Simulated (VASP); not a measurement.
# Sc (P6_3/mmc) in VASP: notebook

The runs below take Sc through single point, with PBE.

All numbers are computed with VASP 6.6.1; they aren't measurements. Logs are shortened: lines on timing, memory, paths and dates and some standing lists are left out, and cuts for length are marked.

## (1) The cell of the first run

Symmetry: P6_3/mmc, No. 194, hexagonal system. Conventional cell: a = 3.296 Å, b = 3.296 Å, c = 5.275 Å, α = 90.00°, β = 90.00°, γ = 120.00°. Sc (site symmetry -6m2) has 12 Sc at 3.25 to 3.30 Å within 4.3 Å.

## (2) Single point, PBE

File INCAR:

```
  PREC = Accurate
  ENCUT = 500
  EDIFF = 1E-6
  ISMEAR = 0
  SIGMA = 0.05
  LREAL = F
  LASPH = T
  NELM = 120
  ALGO = Normal
  ISIF = 2
  LWAVE = F
  LCHARG = T
  GGA = PE
  LELF = T
  LVHAR = T
  NBANDS = 18
  GGA_COMPAT = F
```

File KPOINTS:

```
Automatic mesh
0
Gamma
  8 8 5
```

File POSCAR:

```
Sc
1.0
    3.2960001200      0.0000000000      0.0000000000
   -1.6480000600      2.8544198300      0.0000000000
    0.0000000000      0.0000000000      5.2750000000
Sc
2
Direct
    0.3333333300      0.6666666700      0.2500000000
    0.6666666700      0.3333333300      0.7500000000
```

Potentials or basis: VASP PAW PBE potentials, release 64 (Sc_sv).

On the command line:

```sh
$ cat potpaw_PBE.64/Sc_sv/POTCAR > POTCAR
$ mpirun -np 1 vasp_std > vasp.out
```

OUTCAR:

```text
PREC = Accurate
   ENCUT = 500
   EDIFF = 1E-6
   ISMEAR = 0
   LREAL = F
   LASPH = T
   NELM = 120
   ISIF = 2
   GGA = PE

 ion  position               nearest neighbor table
   1  0.333  0.667  0.250-   2 3.25   2 3.25   2 3.25   2 3.25   2 3.25   2 3.25
   2  0.667  0.333  0.750-   1 3.25   1 3.25   1 3.25   1 3.25   1 3.25   1 3.25

  LATTYP: Found a hexagonal cell.
 ALAT       =     3.2960001200
 C/A-ratio  =     1.6004246990

  Lattice vectors:

 A1 = (   3.2960001200,   0.0000000000,   0.0000000000)
 A2 = (  -1.6480000600,   2.8544198300,   0.0000000000)
 A3 = (   0.0000000000,   0.0000000000,   5.2750000000)

Analysis of symmetry for initial positions (statically):
=====================================================================
 Subroutine PRICEL returns:
 Original cell was already a primitive cell.

 Routine SETGRP: Setting up the symmetry group for a
 hexagonal supercell.

 Subroutine GETGRP returns: Found 24 space group operations
 (whereof 12 operations were pure point group operations)
 out of a pool of 24 trial point group operations.

The static configuration has the point symmetry D_3d.
 The point group associated with its full space group is D_6h.

Analysis of symmetry for dynamics (positions and initial velocities):
=====================================================================
 Subroutine PRICEL returns:
 Original cell was already a primitive cell.

 Routine SETGRP: Setting up the symmetry group for a
 hexagonal supercell.

 Subroutine GETGRP returns: Found 24 space group operations
 (whereof 12 operations were pure point group operations)
 out of a pool of 24 trial point group operations.

The dynamic configuration has the point symmetry D_3d.
 The point group associated with its full space group is D_6h.

 Subroutine INISYM returns: Found 24 space group operations
 (whereof 12 operations are pure point group operations),
 and found     1 'primitive' translations

----------------------------------------------------------------------------------------

                                     Primitive cell

  volume of cell :      49.6281

  direct lattice vectors                    reciprocal lattice vectors
     3.296000120  0.000000000  0.000000000     0.303398047  0.175166945  0.000000000
    -1.648000060  2.854419830  0.000000000     0.000000000  0.350333889  0.000000000
     0.000000000  0.000000000  5.275000000     0.000000000  0.000000000  0.189573460

[... 81 lines left out ...]
   ENCUT  =  500.0 eV  36.75 Ry    6.06 a.u.   6.01  6.01  9.62*2*pi/ulx,y,z
   NELM   =    120;   NELMIN=  2; NELMDL= -5     # of ELM steps
   EDIFF  = 0.1E-05   stopping-criterion for ELM
   LREAL  =      F    real-space projection
   EDIFFG = 0.1E-04   stopping-criterion for IOM
   NSW    =      0    number of steps for IOM
   IBRION =     -1    ionic relax: 0-MD 1-quasi-New 2-CG
   NFREE  =      0    steps in history (QN), initial steepest desc. (CG)
   ISIF   =      2    stress and relaxation
   ISYM   =      2    0-nonsym 1-usesym 2-fastsym
   POTIM  = 0.5000    time-step for ionic-motion
   TEBEG  =    0.0;   TEEND  =   0.0 temperature during run
   PSTRESS=    0.0 pullay stress
   NELECT =      22.0000    total number of electrons
   NUPDOWN=      -1.0000    fix difference up-down
   EMIN   =  10.00;   EMAX   =-10.00  energy-range for DOS
   EFERMI =   0.00;   METHOD = LEGACY
   ISMEAR =     0;   SIGMA  =   0.05  broadening in eV -4-tet -1-fermi 0-gaus
   EFERMI_NEDOS =   21; number of points for ismear=-14 and -15
   IALGO  =     38    algorithm
   IMIX   =      4    mixing-type and parameters
     AMIX     =   0.40;   BMIX     =  1.00
     AMIX_MAG =   1.60;   BMIX_MAG =  1.00
  volume/ion in A,a.u.               =      24.81       167.45
  Fermi-wavevector in a.u.,A,eV,Ry     =   1.248264  2.358877 21.200105  1.558164
  Thomas-Fermi vector in A             =   2.382359
   LORBIT       =      0    0 simple, 1 ext, 2 COOP (PROOUT), +10 PAW based schemes
   GGA     = PE    functional components
   LHFCALC =     F    Hartree Fock is set to
   AEXX    =    0.0000 exact exchange contribution
   IVDW    =     0    specifies the selected vdW correction
   LEPSILON=     F    determine dielectric tensor
   LRPA    =     F    only Hartree local field effects (RPA)
 non-spin polarized calculation
 Gauss-broadening in eV      SIGMA  =   0.05
  energy-cutoff  :      500.00
  volume of cell :       49.63
 maximum number of plane-waves:      1274
   NGX = 13   NGY = 13   NGZ = 19

 number of electron      22.0000006 magnetization

 Free energy of the ion-electron system (eV)
  ---------------------------------------------------
  ext. energy  EPLUGINS =         0.00000000
  ---------------------------------------------------
  free energy    TOTEN  =       -12.48835625 eV

  energy without entropy =      -12.48210943  energy(sigma->0) =      -12.48523284

 E-fermi :   3.6504     XC(G=0):  -9.8517

 val. band max:        3.6358827974   @ k =   0.2500   0.2500   0.4000
 cond. band min:       3.6810393588   @ k =   0.3750   0.2500   0.4000
 fundamental gap:      0.0451565614
 Fermi energy:         3.6503588996

 k-point     1 :       0.0000    0.0000    0.0000
  band No.  band energies     occupation
      1     -45.7992      2.00000
      2     -45.7372      2.00000
      3     -24.6049      2.00000
      4     -24.2789      2.00000
      5     -24.2789      2.00000
      6     -24.2225      2.00000
[... 481 lines left out ...]
      5     -24.3378      2.00000
      6     -24.3197      2.00000
[... 10 lines left out ...]
     17       7.1927      0.00000
     18       7.2607      0.00000

 [... further k-points ...]

------------------------ aborting loop because EDIFF is reached ----------------------------------------

  FORCE on cell =-STRESS in cart. coord.  units (eV):
  Direction    XX          YY          ZZ          XY          YZ          ZX
  --------------------------------------------------------------------------------------
  -------------------------------------------------------------------------------------
  Total        0.0807645      0.0807645     -0.3996916      0.0000000      0.0000000      0.0000000
  in kB        2.6073763      2.6073763    -12.9035152      0.0000000      0.0000000      0.0000000
  external PRESSURE =      -2.5629209 kB  Pullay stress =       0.0000000 kB

 VOLUME and BASIS-vectors are now :
 -----------------------------------------------------------------------------
  energy-cutoff  :      500.00
  volume of cell :       49.63
      direct lattice vectors                 reciprocal lattice vectors
     3.296000120  0.000000000  0.000000000     0.303398047  0.175166945  0.000000000
    -1.648000060  2.854419830  0.000000000     0.000000000  0.350333889  0.000000000
     0.000000000  0.000000000  5.275000000     0.000000000  0.000000000  0.189573460

 POSITION                                       TOTAL-FORCE (eV/Angst)
 -----------------------------------------------------------------------------------
     -0.00000      1.90295      1.31875        -0.000000      0.000000      0.000000
      1.64800      0.95147      3.95625         0.000000     -0.000000      0.000000
 -----------------------------------------------------------------------------------
    total drift:                               -0.000006      0.000003     -0.000000

  FREE ENERGIE OF THE ION-ELECTRON SYSTEM (eV)
  ---------------------------------------------------
  free  energy   TOTEN  =       -12.4883562482 eV

  energy  without entropy=      -12.4821094286  energy(sigma->0) =      -12.48523284
```

Run time: 9.3 s. Hardware: 1 thread of Intel Xeon 6975P-C (Granite Rapids), shared host; peak memory 0.16 GiB.

What came out:

| Property | Result |
| --- | --- |
| Free energy | -12.4884 eV |
| Pressure | -0.3 GPa |
| Band gap on the k mesh | zero (bands 11 and 12 overlap by 1.11 eV) |

Stress tensor (GPa, compression positive):
```
 0.26  0.00  0.00
 0.00  0.26  0.00
 0.00  0.00 -1.29
```

## (3) Single point, PBE

File INCAR:

```
SYSTEM = Sc
PREC = Accurate ; ENCUT = 500
EDIFF = 1E-6 ; ISMEAR = 0
SIGMA = 0.05 ; LREAL = .FALSE.
LASPH = .TRUE. ; NELM = 120
ALGO = Normal ; ISIF = 2
LWAVE = .FALSE. ; LCHARG = .FALSE.
GGA = PE ; NBANDS = 18
GGA_COMPAT = .FALSE.
```

File KPOINTS:

```
regular mesh
0
G
  8 8 5
  0 0 0
```

POSCAR is that of step 2.

Potentials or basis: VASP PAW PBE potentials, release 64 (Sc_sv).

On the command line:

```sh
$ cat potpaw_PBE.64/Sc_sv/POTCAR > POTCAR
$ mpirun -np 1 vasp_std > vasp.out
```

OUTCAR:

```text
SYSTEM = Sc
   PREC = Accurate
   ENCUT = 500
   EDIFF = 1E-6
   ISMEAR = 0
   LREAL = .FALSE.
   LASPH = .TRUE.
   NELM = 120
   ISIF = 2
   GGA = PE

 ion  position               nearest neighbor table
   1  0.333  0.667  0.250-   2 3.25   2 3.25   2 3.25   2 3.25   2 3.25   2 3.25
   2  0.667  0.333  0.750-   1 3.25   1 3.25   1 3.25   1 3.25   1 3.25   1 3.25

  LATTYP: Found a hexagonal cell.
 ALAT       =     3.2960001200
 C/A-ratio  =     1.6004246990

  Lattice vectors:

 A1 = (   3.2960001200,   0.0000000000,   0.0000000000)
 A2 = (  -1.6480000600,   2.8544198300,   0.0000000000)
 A3 = (   0.0000000000,   0.0000000000,   5.2750000000)

Analysis of symmetry for initial positions (statically):
=====================================================================
 Subroutine PRICEL returns:
 Original cell was already a primitive cell.

 Routine SETGRP: Setting up the symmetry group for a
 hexagonal supercell.

 Subroutine GETGRP returns: Found 24 space group operations
 (whereof 12 operations were pure point group operations)
 out of a pool of 24 trial point group operations.

The static configuration has the point symmetry D_3d.
 The point group associated with its full space group is D_6h.

Analysis of symmetry for dynamics (positions and initial velocities):
=====================================================================
 Subroutine PRICEL returns:
 Original cell was already a primitive cell.

 Routine SETGRP: Setting up the symmetry group for a
 hexagonal supercell.

 Subroutine GETGRP returns: Found 24 space group operations
 (whereof 12 operations were pure point group operations)
 out of a pool of 24 trial point group operations.

The dynamic configuration has the point symmetry D_3d.
 The point group associated with its full space group is D_6h.

 Subroutine INISYM returns: Found 24 space group operations
 (whereof 12 operations are pure point group operations),
 and found     1 'primitive' translations

----------------------------------------------------------------------------------------

                                     Primitive cell
[... 112 lines left out ...]
  volume/ion in A,a.u.               =      24.81       167.45
  Fermi-wavevector in a.u.,A,eV,Ry     =   1.248264  2.358877 21.200105  1.558164
  Thomas-Fermi vector in A             =   2.382359
   LORBIT       =      0    0 simple, 1 ext, 2 COOP (PROOUT), +10 PAW based schemes
   GGA     = PE    functional components
   LHFCALC =     F    Hartree Fock is set to
   AEXX    =    0.0000 exact exchange contribution
   IVDW    =     0    specifies the selected vdW correction
   LEPSILON=     F    determine dielectric tensor
   LRPA    =     F    only Hartree local field effects (RPA)
 non-spin polarized calculation
 Gauss-broadening in eV      SIGMA  =   0.05
  energy-cutoff  :      500.00
  volume of cell :       49.63
 maximum number of plane-waves:      1274
   NGX = 13   NGY = 13   NGZ = 19

 number of electron      22.0000006 magnetization

 Free energy of the ion-electron system (eV)
  ---------------------------------------------------
  ext. energy  EPLUGINS =         0.00000000
  ---------------------------------------------------
  free energy    TOTEN  =       -12.48835625 eV

  energy without entropy =      -12.48210943  energy(sigma->0) =      -12.48523284

 E-fermi :   3.6504     XC(G=0):  -9.8517

 val. band max:        3.6358827974   @ k =   0.2500   0.2500   0.4000
 cond. band min:       3.6810393588   @ k =   0.3750   0.2500   0.4000
 fundamental gap:      0.0451565614
 Fermi energy:         3.6503588996

 k-point     1 :       0.0000    0.0000    0.0000
  band No.  band energies     occupation
      1     -45.7992      2.00000
      2     -45.7372      2.00000
      3     -24.6049      2.00000
      4     -24.2789      2.00000
      5     -24.2789      2.00000
      6     -24.2225      2.00000
[... 481 lines left out ...]
      5     -24.3378      2.00000
      6     -24.3197      2.00000
[... 10 lines left out ...]
     17       7.1927      0.00000
     18       7.2607      0.00000

 [... further k-points ...]

------------------------ aborting loop because EDIFF is reached ----------------------------------------

  FORCE on cell =-STRESS in cart. coord.  units (eV):
  Direction    XX          YY          ZZ          XY          YZ          ZX
  --------------------------------------------------------------------------------------
  -------------------------------------------------------------------------------------
  Total        0.0807645      0.0807645     -0.3996916      0.0000000      0.0000000      0.0000000
  in kB        2.6073763      2.6073763    -12.9035152      0.0000000      0.0000000      0.0000000
  external PRESSURE =      -2.5629209 kB  Pullay stress =       0.0000000 kB

 VOLUME and BASIS-vectors are now :
 -----------------------------------------------------------------------------
  energy-cutoff  :      500.00
  volume of cell :       49.63
      direct lattice vectors                 reciprocal lattice vectors
     3.296000120  0.000000000  0.000000000     0.303398047  0.175166945  0.000000000
    -1.648000060  2.854419830  0.000000000     0.000000000  0.350333889  0.000000000
     0.000000000  0.000000000  5.275000000     0.000000000  0.000000000  0.189573460

 POSITION                                       TOTAL-FORCE (eV/Angst)
 -----------------------------------------------------------------------------------
     -0.00000      1.90295      1.31875        -0.000000      0.000000      0.000000
      1.64800      0.95147      3.95625         0.000000     -0.000000      0.000000
 -----------------------------------------------------------------------------------
    total drift:                               -0.000006      0.000003     -0.000000

  FREE ENERGIE OF THE ION-ELECTRON SYSTEM (eV)
  ---------------------------------------------------
  free  energy   TOTEN  =       -12.4883562482 eV

  energy  without entropy=      -12.4821094286  energy(sigma->0) =      -12.48523284
```

OSZICAR:

```text
N       E                     dE             d eps       ncg     rms          rms(c)
DAV:   1     0.357279579446E+03    0.35728E+03   -0.10604E+04  1088   0.125E+03
DAV:   2     0.685869241815E+01   -0.35042E+03   -0.34315E+03  1272   0.544E+02
DAV:   3    -0.134613510103E+02   -0.20320E+02   -0.19280E+02  1760   0.153E+02
DAV:   4    -0.138971794583E+02   -0.43583E+00   -0.43443E+00  1622   0.206E+01
DAV:   5    -0.139048025043E+02   -0.76230E-02   -0.76223E-02  1838   0.294E+00    0.754E+00
DAV:   6    -0.126570960519E+02    0.12477E+01   -0.28683E+00  1434   0.185E+01    0.226E+00
DAV:   7    -0.124998490511E+02    0.15725E+00   -0.72667E-01  1458   0.846E+00    0.885E-01
DAV:   8    -0.124902927363E+02    0.95563E-02   -0.35441E-02  1414   0.235E+00    0.272E-01
DAV:   9    -0.124883407058E+02    0.19520E-02   -0.10833E-02  1490   0.106E+00    0.226E-02
DAV:  10    -0.124883607433E+02   -0.20038E-04   -0.15249E-04  1708   0.168E-01    0.112E-02
DAV:  11    -0.124883523551E+02    0.83882E-05   -0.81006E-06  1514   0.290E-02    0.401E-03
DAV:  12    -0.124883561796E+02   -0.38244E-05   -0.83430E-07   838   0.926E-03    0.118E-03
DAV:  13    -0.124883562482E+02   -0.68641E-07   -0.15881E-07   724   0.674E-03
   1 F= -.12488356E+02 E0= -.12485233E+02  d E =-.624682E-02
```

Run time: 9 s. Hardware: 1 thread of Intel Xeon 6975P-C (Granite Rapids), shared host; peak memory 0.16 GiB.

Results:

```yaml
Free_energy: -12.4884 eV
Pressure: -0.3 GPa
Band_gap_on_the_k_mesh: zero (bands 11 and 12 overlap by 1.11 eV)
```

Stress tensor (GPa, compression positive):
```
 0.26  0.00  0.00
 0.00  0.26  0.00
 0.00  0.00 -1.29
```

Levels at points of the mesh, in eV from the Fermi level:
```csv
k point,band 9,band 10,band 11,band 12,band 13,band 14
"(0.00, 0.00, 0.00)",-5.13,-1.68,0.40,1.60,1.60,1.69
"(0.50, 0.00, 0.00)",-1.59,-1.05,-0.70,-0.28,1.19,1.42
```
